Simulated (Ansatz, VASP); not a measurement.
Two plane-wave programs on BN

```
CELL_PARAMETERS angstrom
2.54395 0.00000 0.00000
-1.27197 2.20313 0.00000
0.00000 0.00000 4.37613
ATOMIC_POSITIONS crystal
B 0.33333 0.66667 0.99903
B 0.66667 0.33333 0.49903
N 0.33333 0.66667 0.37597
N 0.66667 0.33333 0.87597
```

Change from the starting cell: uniaxial_z strain +4.0%.

Alike in both runs: task single point; functional HSE06; k mesh 9 × 9 × 4; no spin polarisation.

|  | VASP | Ansatz |
| --- | --- | --- |
| version | VASP 6.6.1 | Ansatz 0.2.0 |
| potentials or method | VASP PAW PBE potentials, release 64 (B, N) | plane waves, PAW |
| plane-wave cutoff (eV) | 520 | 420 |
| occupations | gaussian, width 0.01 eV | fixed |
| valence electrons in the cell | 16 | 16 |

```csv
,VASP,Ansatz,Ansatz less VASP
gap on the k mesh at the Fermi level (eV),6.60,6.61,+0.017
pressure (GPa),-17.2,-17.6,-0.38
"traceless stress, the component that is largest in VASP (GPa)",-23.12,-22.88,+0.235
rms of the force components (eV/Å),0.024,0.016,-0.0075
```

Atom by atom the forces differ by 0.008 eV/Å (rms over components). Ansatz's warnings: stress exchange threshold loose, stress scf threshold loose.
